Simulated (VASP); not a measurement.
# RbCl (Fm-3m) in VASP: a series of runs

Runs on RbCl. Level: PBE. Tasks: single point.

Everything below comes from runs of VASP 6.6.1. Logs are shortened: lines on timing, memory, paths and dates and some standing lists are left out, and cuts for length are marked.

### Step 1. The cell of the first run

It takes space group Fm-3m (No. 225, cubic). Conventional cell: a = 6.419 Å, b = 6.419 Å, c = 6.419 Å, α = 90.00°, β = 90.00°, γ = 90.00°. Rb (site symmetry m-3m) has 6 Cl at 3.21 Å within 4.2 Å. Cl (site symmetry m-3m) has 6 Rb at 3.21 Å within 4.2 Å.

### Step 2. Single point, PBE (volume scaled by 0.88)

File INCAR:

```
SYSTEM = RbCl
ALGO = Normal
EDIFF = 1E-6
ENCUT = 500
GGA = PE
GGA_COMPAT = .FALSE.
ISIF = 2
ISMEAR = 0
LASPH = .TRUE.
LCHARG = .TRUE.
LELF = .TRUE.
LREAL = .FALSE.
LVHAR = .TRUE.
LWAVE = .FALSE.
NBANDS = 15
NELM = 120
PREC = Accurate
SIGMA = 0.02
```

File KPOINTS:

```
k-points
0
G
  6 6 6
  0 0 0
```

File POSCAR:

```
RbCl
1.0
    0.0000000000      3.2094138596      3.2094138596
    3.2094138596      0.0000000000      3.2094138596
    3.2094138596      3.2094138596      0.0000000000
Rb Cl
1 1
Direct
    0.0000000000      0.0000000000      0.0000000000
    0.5000000000      0.5000000000      0.5000000000
```

Potentials or basis: VASP PAW PBE potentials, release 64 (Rb_sv, Cl).

Started as:

```
$ cat potpaw_PBE.64/Rb_sv/POTCAR potpaw_PBE.64/Cl/POTCAR > POTCAR
$ mpirun -np 1 vasp_std > vasp.out
```

OUTCAR:

```text
SYSTEM = RbCl
   EDIFF = 1E-6
   ENCUT = 500
   GGA = PE
   ISIF = 2
   ISMEAR = 0
   LASPH = .TRUE.
   LREAL = .FALSE.
   NELM = 120
   PREC = Accurate

 ion  position               nearest neighbor table
   1  0.000  0.000  0.000-   2 3.21   2 3.21   2 3.21   2 3.21   2 3.21   2 3.21
   2  0.500  0.500  0.500-   1 3.21   1 3.21   1 3.21   1 3.21   1 3.21   1 3.21

  LATTYP: Found a face centered cubic cell.
 ALAT       =     6.4188277192

  Lattice vectors:

 A1 = (   0.0000000000,   3.2094138596,   3.2094138596)
 A2 = (   3.2094138596,   0.0000000000,   3.2094138596)
 A3 = (   3.2094138596,   3.2094138596,   0.0000000000)

Analysis of symmetry for initial positions (statically):
=====================================================================
 Subroutine PRICEL returns:
 Original cell was already a primitive cell.

 Routine SETGRP: Setting up the symmetry group for a
 face centered cubic supercell.

 Subroutine GETGRP returns: Found 48 space group operations
 (whereof 48 operations were pure point group operations)
 out of a pool of 48 trial point group operations.

The static configuration has the point symmetry O_h .

Analysis of symmetry for dynamics (positions and initial velocities):
=====================================================================
 Subroutine PRICEL returns:
 Original cell was already a primitive cell.

 Routine SETGRP: Setting up the symmetry group for a
 face centered cubic supercell.

 Subroutine GETGRP returns: Found 48 space group operations
 (whereof 48 operations were pure point group operations)
 out of a pool of 48 trial point group operations.

The dynamic configuration has the point symmetry O_h .

 Subroutine INISYM returns: Found 48 space group operations
 (whereof 48 operations are pure point group operations),
 and found     1 'primitive' translations

----------------------------------------------------------------------------------------

                                     Primitive cell

  volume of cell :      66.1161

  direct lattice vectors                    reciprocal lattice vectors
     0.000000000  3.209413860  3.209413860    -0.155791687  0.155791687  0.155791687
     3.209413860  0.000000000  3.209413860     0.155791687 -0.155791687  0.155791687
     3.209413860  3.209413860  0.000000000     0.155791687  0.155791687 -0.155791687

  length of vectors
     4.538796608  4.538796608  4.538796608     0.269839118  0.269839118  0.269839118

  position of ions in fractional coordinates (direct lattice)
     0.000000000  0.000000000  0.000000000
     0.500000000  0.500000000  0.500000000

  ion indices of the primitive-cell ions
   primitive index   ion index
                 1           1
                 2           2

----------------------------------------------------------------------------------------

 KPOINTS: k-points

Automatic generation of k-mesh.
 Grid dimensions read from file:
 generate k-points for:    6    6    6

 Generating k-lattice:

  Cartesian coordinates                     Fractional coordinates (reciprocal lattice)
    -0.025965281  0.025965281  0.025965281     0.166666667  0.000000000  0.000000000
     0.025965281 -0.025965281  0.025965281     0.000000000  0.166666667  0.000000000
     0.025965281  0.025965281 -0.025965281     0.000000000  0.000000000  0.166666667

  Length of vectors
     0.044973186  0.044973186  0.044973186

  Shift w.r.t. Gamma in fractional coordinates (k-lattice)
     0.000000000  0.000000000  0.000000000

 Subroutine IBZKPT returns following result:
 ===========================================

 Found     16 irreducible k-points:

 Following reciprocal coordinates:
            Coordinates               Weight
  0.000000  0.000000  0.000000      1.000000
  0.166667  0.000000  0.000000      8.000000
  0.333333  0.000000  0.000000      8.000000
  0.500000  0.000000  0.000000      4.000000
  0.166667  0.166667  0.000000      6.000000
  0.333333  0.166667  0.000000     24.000000
[... 8 lines left out ...]
 -0.333333  0.333333  0.166667     24.000000
 -0.333333  0.500000  0.166667     12.000000
   k-points           NKPTS =     16   k-points in BZ     NKDIM =     16   number of bands    NBANDS=     15
   number of dos      NEDOS =    301   number of ions     NIONS =      2
   total plane-waves  NPLWV =  46656
   dimension x,y,z NGX =    36 NGY =   36 NGZ =   36
   dimension x,y,z NGXF=    72 NGYF=   72 NGZF=   72
   ions per type =               1   1
   NGX,Y,Z   is equivalent  to a cutoff of  13.19, 13.19, 13.19 a.u.
   NGXF,Y,Z  is equivalent  to a cutoff of  26.37, 26.37, 26.37 a.u.
 SYSTEM =  RbCl
   PREC   = accura    normal or accurate (medium, high low for compatibility)
   ISTART =      0    job   : 0-new  1-cont  2-samecut
   ICHARG =      2    charge: 1-file 2-atom 10-const
   ISPIN  =      1    spin polarized calculation?
   LNONCOLLINEAR =      F non collinear calculations
   LSORBIT =      F    spin-orbit coupling
   LASPH  =      T    aspherical Exc in radial PAW
   ENCUT  =  500.0 eV  36.75 Ry    6.06 a.u.   8.28  8.28  8.28*2*pi/ulx,y,z
   NELM   =    120;   NELMIN=  2; NELMDL= -5     # of ELM steps
   EDIFF  = 0.1E-05   stopping-criterion for ELM
   LREAL  =      F    real-space projection
   EDIFFG = 0.1E-04   stopping-criterion for IOM
   NSW    =      0    number of steps for IOM
   IBRION =     -1    ionic relax: 0-MD 1-quasi-New 2-CG
   NFREE  =      0    steps in history (QN), initial steepest desc. (CG)
   ISIF   =      2    stress and relaxation
   ISYM   =      2    0-nonsym 1-usesym 2-fastsym
   POTIM  = 0.5000    time-step for ionic-motion
   TEBEG  =    0.0;   TEEND  =   0.0 temperature during run
   PSTRESS=    0.0 pullay stress
   NELECT =      16.0000    total number of electrons
   NUPDOWN=      -1.0000    fix difference up-down
   EMIN   =  10.00;   EMAX   =-10.00  energy-range for DOS
   EFERMI =   0.00;   METHOD = LEGACY
   ISMEAR =     0;   SIGMA  =   0.02  broadening in eV -4-tet -1-fermi 0-gaus
   EFERMI_NEDOS =   21; number of points for ismear=-14 and -15
   IALGO  =     38    algorithm
   IMIX   =      4    mixing-type and parameters
     AMIX     =   0.40;   BMIX     =  1.00
     AMIX_MAG =   1.60;   BMIX_MAG =  1.00
  volume/ion in A,a.u.               =      33.06       223.09
  Fermi-wavevector in a.u.,A,eV,Ry     =   1.020185  1.927871 14.160648  1.040778
  Thomas-Fermi vector in A             =   2.153741
   LORBIT       =      0    0 simple, 1 ext, 2 COOP (PROOUT), +10 PAW based schemes
   GGA     = PE    functional components
   LHFCALC =     F    Hartree Fock is set to
   AEXX    =    0.0000 exact exchange contribution
   IVDW    =     0    specifies the selected vdW correction
   LEPSILON=     F    determine dielectric tensor
   LRPA    =     F    only Hartree local field effects (RPA)
 non-spin polarized calculation
 Gauss-broadening in eV      SIGMA  =   0.02
  energy-cutoff  :      500.00
  volume of cell :       66.12
 maximum number of plane-waves:      1694
 NGX is ok and might be reduce to    36
   NGX = 17   NGY = 17   NGZ = 17

 number of electron      15.9999998 magnetization

 Free energy of the ion-electron system (eV)
  ---------------------------------------------------
  ext. energy  EPLUGINS =         0.00000000
  ---------------------------------------------------
  free energy    TOTEN  =        -6.61143028 eV

  energy without entropy =       -6.61143028  energy(sigma->0) =       -6.61143028

 E-fermi :  -1.4497     XC(G=0):  -7.6593

 val. band max:       -1.5789561230   @ k =   0.0000   0.0000   0.0000
 cond. band min:       3.6682584449   @ k =   0.0000   0.0000   0.0000
 fundamental gap:      5.2472145679
 Fermi energy:        -1.4496516498

 k-point     1 :       0.0000    0.0000    0.0000
  band No.  band energies     occupation
      1     -25.3324      2.00000
      2     -13.6496      2.00000
      3      -9.3800      2.00000
      4      -9.3800      2.00000
      5      -9.3800      2.00000
      6      -1.5790      2.00000
      7      -1.5790      2.00000
      8      -1.5790      2.00000
      9       3.6683      0.00000
     10       6.4533      0.00000
     11       6.4533      0.00000
     12       6.4533      0.00000
     13       7.4870      0.00000
     14       7.4870      0.00000
     15      10.7611      0.00000

 k-point     2 :       0.1667    0.0000    0.0000
  band No.  band energies     occupation
      1     -25.3265      2.00000
      2     -13.6729      2.00000
      3      -9.3834      2.00000
      4      -9.3834      2.00000
      5      -9.3674      2.00000
      6      -1.8711      2.00000
      7      -1.6883      2.00000
      8      -1.6883      2.00000
      9       4.3369      0.00000
     10       6.2947      0.00000
     11       6.8257      0.00000
     12       6.8257      0.00000
     13       7.9478      0.00000
     14       7.9478      0.00000
     15      11.8912      0.00000

 k-point     3 :       0.3333    0.0000    0.0000
  band No.  band energies     occupation
      1     -25.3147      2.00000
      2     -13.7189      2.00000
      3      -9.3900      2.00000
      4      -9.3900      2.00000
      5      -9.3428      2.00000
      6      -2.3516      2.00000
      7      -1.8930      2.00000
      8      -1.8930      2.00000
      9       5.7262      0.00000
     10       6.3665      0.00000
     11       7.8603      0.00000
     12       7.8603      0.00000
     13       9.1094      0.00000
     14       9.1094      0.00000
     15      11.7771      0.00000
[... 199 lines left out ...]
 k-point    15 :      -0.3333    0.3333    0.1667
  band No.  band energies     occupation
      1     -25.3038      2.00000
      2     -13.6666      2.00000
      3      -9.5638      2.00000
      4      -9.5525      2.00000
      5      -9.3599      2.00000
      6      -2.1930      2.00000
      7      -1.8750      2.00000
      8      -1.8549      2.00000
      9       6.2620      0.00000
     10       6.3324      0.00000
     11       8.3101      0.00000
     12       8.4196      0.00000
     13       9.7669      0.00000
     14      10.4616      0.00000
     15      10.8492      0.00000

 k-point    16 :      -0.3333    0.5000    0.1667
  band No.  band energies     occupation
      1     -25.3022      2.00000
      2     -13.6296      2.00000
      3      -9.6694      2.00000
      4      -9.5657      2.00000
      5      -9.3968      2.00000
      6      -1.9923      2.00000
      7      -1.8543      2.00000
      8      -1.7517      2.00000
      9       5.3389      0.00000
     10       7.1973      0.00000
     11       7.6067      0.00000
     12       8.6166      0.00000
     13       9.5697      0.00000
     14      10.5358      0.00000
     15      11.1684      0.00000

------------------------ aborting loop because EDIFF is reached ----------------------------------------

  FORCE on cell =-STRESS in cart. coord.  units (eV):
  Direction    XX          YY          ZZ          XY          YZ          ZX
  --------------------------------------------------------------------------------------
  -------------------------------------------------------------------------------------
  Total        1.0371280      1.0371280      1.0371280      0.0000000      0.0000000      0.0000000
  in kB       25.1325050     25.1325050     25.1325050      0.0000000      0.0000000      0.0000000
  external PRESSURE =      25.1325050 kB  Pullay stress =       0.0000000 kB

 VOLUME and BASIS-vectors are now :
 -----------------------------------------------------------------------------
  energy-cutoff  :      500.00
  volume of cell :       66.12
      direct lattice vectors                 reciprocal lattice vectors
     0.000000000  3.209413860  3.209413860    -0.155791687  0.155791687  0.155791687
     3.209413860  0.000000000  3.209413860     0.155791687 -0.155791687  0.155791687
     3.209413860  3.209413860  0.000000000     0.155791687  0.155791687 -0.155791687

 POSITION                                       TOTAL-FORCE (eV/Angst)
 -----------------------------------------------------------------------------------
      0.00000      0.00000      0.00000         0.000000      0.000000      0.000000
      3.20941      3.20941      3.20941        -0.000000     -0.000000     -0.000000
 -----------------------------------------------------------------------------------
    total drift:                                0.000000      0.000000      0.000000

  FREE ENERGIE OF THE ION-ELECTRON SYSTEM (eV)
  ---------------------------------------------------
  free  energy   TOTEN  =        -6.6114302770 eV

  energy  without entropy=       -6.6114302770  energy(sigma->0) =       -6.61143028
```

It took 22 s on 1 thread of Intel Xeon 8259CL, shared host; peak memory 0.2 GiB.

What came out:

```yaml
Free_energy: -6.6114 eV
Pressure: 2.5 GPa
Band_gap_on_the_k_mesh: 5.25 eV, direct
```

Levels at points of the mesh, in eV from the valence-band top:
```tsv
k point	band 4	band 5	band 6	band 7	band 8	band 9	band 10	band 11	band 12	band 13
(0.00, 0.00, 0.00)	-7.80	-7.80	0.00	0.00	0.00	5.25	8.03	8.03	8.03	9.07
(0.50, 0.00, 0.00)	-7.81	-7.75	-0.98	-0.41	-0.41	8.01	8.25	10.42	10.42	11.63
(0.50, 0.50, 0.00)	-7.93	-7.93	-0.30	-0.09	-0.09	6.14	8.42	10.14	10.24	10.74
```

### Step 3. Single point, PBE (volume scaled by 0.91)

File INCAR:

```
  ALGO = Normal
  EDIFF = 1E-6
  ENCUT = 500
  GGA = PE
  GGA_COMPAT = F
  ISIF = 2
  ISMEAR = 0
  LASPH = T
  LCHARG = F
  LREAL = F
  LWAVE = F
  NBANDS = 15
  NELM = 120
  PREC = Accurate
  SIGMA = 0.02
```

File KPOINTS:

```
k-points
0
Gamma
  6 6 6
```

File POSCAR:

```
RbCl
1.0
    0.0000000000      3.2454777081      3.2454777081
    3.2454777081      0.0000000000      3.2454777081
    3.2454777081      3.2454777081      0.0000000000
Rb Cl
1 1
Direct
    0.0000000000      0.0000000000      0.0000000000
    0.5000000000      0.5000000000      0.5000000000
```

Potentials or basis: VASP PAW PBE potentials, release 64 (Rb_sv, Cl).

Started as:

```
$ cat potpaw_PBE.64/Rb_sv/POTCAR potpaw_PBE.64/Cl/POTCAR > POTCAR
$ mpirun -np 1 vasp_std > vasp.out
```

Wall time 26 s (1 thread of Intel Xeon 8259CL, shared host); peak memory 0.2 GiB.

The run converged. Its results:

```
Free energy            : -6.6415 eV
Pressure               : 1.7 GPa
Band gap on the k mesh : 5.13 eV, direct
```

Levels at points of the mesh, in eV from the valence-band top:
| k point | band 5 | band 6 | band 7 | band 8 | band 9 | band 10 | band 11 | band 12 |
| --- | --- | --- | --- | --- | --- | --- | --- | --- |
| (0.00, 0.00, 0.00) | -7.88 | 0.00 | 0.00 | 0.00 | 5.13 | 8.02 | 8.02 | 8.02 |
| (0.50, 0.00, 0.00) | -7.84 | -0.93 | -0.38 | -0.38 | 7.89 | 8.13 | 10.30 | 10.30 |
| (0.50, 0.50, 0.00) | -7.99 | -0.31 | -0.10 | -0.10 | 6.18 | 8.26 | 9.95 | 10.16 |

### Step 4. Single point, PBE (volume scaled by 0.97)

File INCAR:

```
PREC = Accurate
ENCUT = 500
EDIFF = 1E-6
ISMEAR = 0
SIGMA = 0.02
LREAL = F
LASPH = T
NELM = 120
ALGO = Normal
ISIF = 2
LWAVE = F
LCHARG = T
GGA = PE
LELF = T
LVHAR = T
NBANDS = 15
GGA_COMPAT = F
```

File KPOINTS:

```
regular mesh
0
Gamma
  6 6 6
```

File POSCAR:

```
RbCl
1.0
    0.0000000000      3.3152942301      3.3152942301
    3.3152942301      0.0000000000      3.3152942301
    3.3152942301      3.3152942301      0.0000000000
Rb Cl
1 1
Direct
    0.0000000000      0.0000000000      0.0000000000
    0.5000000000      0.5000000000      0.5000000000
```

Potentials or basis: VASP PAW PBE potentials, release 64 (Rb_sv, Cl).

Started as:

```
$ cat potpaw_PBE.64/Rb_sv/POTCAR potpaw_PBE.64/Cl/POTCAR > POTCAR
$ mpirun -np 1 vasp_std > vasp.out
```

OUTCAR:

```text
PREC = Accurate
   ENCUT = 500
   EDIFF = 1E-6
   ISMEAR = 0
   LREAL = F
   LASPH = T
   NELM = 120
   ISIF = 2
   GGA = PE

 ion  position               nearest neighbor table
   1  0.000  0.000  0.000-   2 3.32   2 3.32   2 3.32   2 3.32   2 3.32   2 3.32
   2  0.500  0.500  0.500-   1 3.32   1 3.32   1 3.32   1 3.32   1 3.32   1 3.32

  LATTYP: Found a face centered cubic cell.
 ALAT       =     6.6305884602

  Lattice vectors:

 A1 = (   0.0000000000,   3.3152942301,   3.3152942301)
 A2 = (   3.3152942301,   0.0000000000,   3.3152942301)
 A3 = (   3.3152942301,   3.3152942301,   0.0000000000)

Analysis of symmetry for initial positions (statically):
=====================================================================
 Subroutine PRICEL returns:
 Original cell was already a primitive cell.

 Routine SETGRP: Setting up the symmetry group for a
 face centered cubic supercell.

 Subroutine GETGRP returns: Found 48 space group operations
 (whereof 48 operations were pure point group operations)
 out of a pool of 48 trial point group operations.

[... 165 lines left out ...]
      3      -9.9855      2.00000
      4      -9.9855      2.00000
      5      -9.9855      2.00000
      6      -1.9603      2.00000
      7      -1.9603      2.00000
      8      -1.9603      2.00000
      9       2.9664      0.00000
     10       6.0176      0.00000
     11       6.0176      0.00000
     12       6.0176      0.00000
     13       6.9866      0.00000
     14       6.9866      0.00000
[... 257 lines left out ...]
      2     -13.9151      2.00000
      3     -10.1858      2.00000
      4     -10.1141      2.00000
      5     -10.0018      2.00000
      6      -2.3047      2.00000
      7      -2.2464      2.00000
      8      -2.1391      2.00000
      9       4.9379      0.00000
     10       6.5335      0.00000
     11       6.7383      0.00000
     12       7.7851      0.00000
     13       8.8045      0.00000
     14       9.6884      0.00000
     15      10.1720      0.00000

------------------------ aborting loop because EDIFF is reached ----------------------------------------

  FORCE on cell =-STRESS in cart. coord.  units (eV):
  Direction    XX          YY          ZZ          XY          YZ          ZX
  --------------------------------------------------------------------------------------
  -------------------------------------------------------------------------------------
  Total        0.2116612      0.2116612      0.2116612      0.0000000      0.0000000     -0.0000000
  in kB        4.6532418      4.6532418      4.6532418      0.0000000      0.0000000     -0.0000000
  external PRESSURE =       4.6532418 kB  Pullay stress =       0.0000000 kB

 VOLUME and BASIS-vectors are now :
 -----------------------------------------------------------------------------
  energy-cutoff  :      500.00
  volume of cell :       72.88
      direct lattice vectors                 reciprocal lattice vectors
     0.000000000  3.315294230  3.315294230    -0.150816177  0.150816177  0.150816177
     3.315294230  0.000000000  3.315294230     0.150816177 -0.150816177  0.150816177
     3.315294230  3.315294230  0.000000000     0.150816177  0.150816177 -0.150816177

 POSITION                                       TOTAL-FORCE (eV/Angst)
 -----------------------------------------------------------------------------------
      0.00000      0.00000      0.00000         0.000000      0.000000      0.000000
      3.31529      3.31529      3.31529        -0.000000     -0.000000     -0.000000
 -----------------------------------------------------------------------------------
    total drift:                                0.000000      0.000000      0.000000

  FREE ENERGIE OF THE ION-ELECTRON SYSTEM (eV)
  ---------------------------------------------------
  free  energy   TOTEN  =        -6.6721622292 eV

  energy  without entropy=       -6.6721622292  energy(sigma->0) =       -6.67216223
```

It took 31 s on 1 thread of Intel Xeon 8259CL, shared host; peak memory 0.2 GiB.

What came out:

* Free energy: -6.6722 eV
* Pressure: 0.5 GPa
* Band gap on the k mesh: 4.93 eV, direct

### Step 5. The runs side by side

```tsv
cell	gap on the mesh (eV)	pressure (GPa)
a = 4.539 Å, angles 60.0°, 2 atoms	5.25	2.5
a = 4.590 Å, angles 60.0°, 2 atoms	5.13	1.7
a = 4.689 Å, angles 60.0°, 2 atoms	4.93	0.5
```

Alike in all rows: task single point; level PBE; potentials or basis VASP PAW PBE potentials, release 64 (Rb_sv, Cl); no spin polarisation; k mesh 6 × 6 × 6; cutoff (eV) 500; smearing gaussian 0.02 eV.

Absolute energies hang on the potentials; compare differences alone.
